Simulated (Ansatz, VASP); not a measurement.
## Two plane-wave programs on Ge

File POSCAR:

```
Ge
1.0
    3.9357139709      0.0000000000      0.0000000000
   -1.9678569854      3.4084282808      0.0000000000
    0.0000000000      0.0000000000      6.5036702942
Ge
4
Direct
    0.6666666667      0.3333333333      0.0629814339
    0.3333333333      0.6666666667      0.5629814339
    0.6666666667      0.3333333333      0.4370185661
    0.3333333333      0.6666666667      0.9370185661
```

INCAR.step1

```
SYSTEM = Ge
ALGO = Normal ; EDIFF = 1E-4
ENCUT = 520 ; GGA = PE
ISMEAR = 0 ; LASPH = .TRUE.
LCHARG = .FALSE. ; LREAL = .FALSE.
LWAVE = .TRUE. ; NBANDS = 36
NELM = 60 ; PREC = Accurate
SIGMA = 0.03
```

File INCAR.step2:

```
SYSTEM = Ge
ALGO = Normal ; EDIFF = 1E-7
ENCUT = 520 ; ISIF = 2
ISMEAR = 0 ; ISTART = 1
LASPH = .TRUE. ; LCHARG = .FALSE.
LMIXTAU = .TRUE. ; LREAL = .FALSE.
LWAVE = .FALSE. ; METAGGA = R2SCAN
NBANDS = 36 ; NELM = 60
PREC = Accurate ; SIGMA = 0.03
```

The input KPOINTS:

```
k-points
0
G
  12 12 6
  0 0 0
```

Input for Ansatz:

```yaml
crystal:
  lattice:
    - [3.9357139709, 0.0, 0.0]
    - [-1.9678569854, 3.4084282808, 0.0]
    - [0.0, 0.0, 6.5036702942]
  atoms:
    - { symbol: Ge, position: [0.6666666667, 0.3333333333, 0.0629814339] }
    - { symbol: Ge, position: [0.3333333333, 0.6666666667, 0.5629814339] }
    - { symbol: Ge, position: [0.6666666667, 0.3333333333, 0.4370185661] }
    - { symbol: Ge, position: [0.3333333333, 0.6666666667, 0.9370185661] }
basis:
  ecutwfc: 500
kpoints:
  mp_grid: { grid: [12, 12, 6] }
hamiltonian:
  xc: r2scan
scf:
  occupations: { method: gaussian, width: 0.03 }
output:
  forces: true
  stress: true
  eigenvalues: true
  write_density: true
  write_potential: true
  elf: true
  volumetric_format: npy
```

Change from the starting cell: strain -0.015 along x and y, -0.015 along z, atoms carried along.

Alike in both runs: task single point; functional r2SCAN; k mesh 12 × 12 × 6; occupations gaussian, width 0.03 eV; no spin polarisation.

|  | VASP | Ansatz |
| --- | --- | --- |
| version | VASP 6.6.1 | Ansatz 0.2.0 |
| potentials or method | VASP PAW PBE potentials, release 64 (Ge_d), cutoff 520 eV | scalar-relativistic, plane waves, PAW |
| valence electrons in the cell | 56 | 56 |

|  | VASP | Ansatz | Ansatz less VASP |
| --- | --- | --- | --- |
| gap on the k mesh at the Fermi level (eV) | 0.20 | 0.22 | +0.024 |
| least direct gap on the mesh (eV) | 0.20 | 0.22 | +0.024 |
| pressure (GPa) | 3.7 | 3.6 | -0.07 |
| rms of the force components (eV/Å) | 0.014 | 0.010 | -0.0035 |

VASP's potentials were made for PBE, not for r2SCAN. Atom by atom the forces differ by 0.003 eV/Å (rms over components). The functional is the same, so the differences come from potentials, cutoffs and numerics.
